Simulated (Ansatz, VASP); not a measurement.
# One calculation of KTaO3, two programs

```
K Ta O
1.0
     3.68918    0.00000    0.00000
     0.00000    3.98830    0.00000
     0.00000    0.00000    3.98830
K Ta O
1 1 3
Direct
  0.50000 0.50000 0.50000
  0.00000 0.00000 0.00000
  0.50000 0.00000 0.00000
  0.00000 0.50000 0.00000
  0.00000 0.00000 0.50000
```

Change from the starting cell: strain -0.0750 x Voigt [1, 0, 0, 0, 0, 0], atoms carried along.

Alike in both runs: task single point; functional r2SCAN; k mesh 6 × 6 × 6; occupations gaussian, width 0.05 eV; no spin polarisation.

|  | VASP | Ansatz |
| --- | --- | --- |
| version | VASP 6.6.1 | Ansatz 0.2.0 |
| potentials or method | VASP PAW PBE potentials, release 64 (K_sv, Ta_pv, O), cutoff 520 eV | scalar-relativistic, plane waves, PAW |
| valence electrons in the cell | 38 | 40 |

```tsv
	VASP	Ansatz	Ansatz less VASP
gap on the k mesh at the Fermi level (eV)	2.62	2.65	+0.035
least direct gap on the mesh (eV)	3.16	3.18	+0.026
pressure (GPa)	24.2	22.7	-1.45
traceless stress, the component that is largest in VASP (GPa)	30.34	29.82	-0.515
```

VASP's potentials were made for PBE, not for r2SCAN. With one functional, cell and mesh, what is left measures potentials, basis and numerics. VASP's potentials hold 38 valence electrons a cell and Ansatz's 40, so a difference there can come from the potentials and not from the codes.

Spin-orbit coupling is off throughout.
